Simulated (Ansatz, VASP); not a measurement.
**Two plane-wave programs on TaH**

```
Ta H
1.0
     2.84878    0.00000    0.00000
    -1.42439    2.46711    0.00000
     0.00000    0.00000    3.71588
Ta H
1 1
Direct
  0.00000 0.00000 0.00000
  0.00000 0.00000 0.50000
```

Alike in both runs: functional PBE; k mesh 9 × 9 × 4; occupations gaussian, width 0.2 eV; no spin polarisation.

Ansatz relaxed the structure, and its values are those at the end. VASP's run is a single point on that final structure, the one shown.

```csv
,VASP,Ansatz
version,VASP 6.6.1,Ansatz 0.2.0
potentials or method,"VASP PAW PBE potentials, release 64 (Ta_pv, H), cutoff 500 eV","scalar-relativistic, plane waves, PAW"
valence electrons in the cell,12,14
```

|  | VASP | Ansatz | Ansatz less VASP |
| --- | --- | --- | --- |
| gap on the k mesh at the Fermi level (eV) | none | none | - |
| pressure (GPa) | 0.4 | 0.5 | +0.06 |

A gap of «none» marks a metal or a gap that the smearing closes. With one functional, cell and mesh, what is left measures potentials, basis and numerics. VASP's potentials hold 12 valence electrons a cell and Ansatz's 14, so a difference there can come from the potentials and not from the codes.

The k mesh is coarse, so the values compare programs but aren't converged. Neither program's run includes spin-orbit coupling.
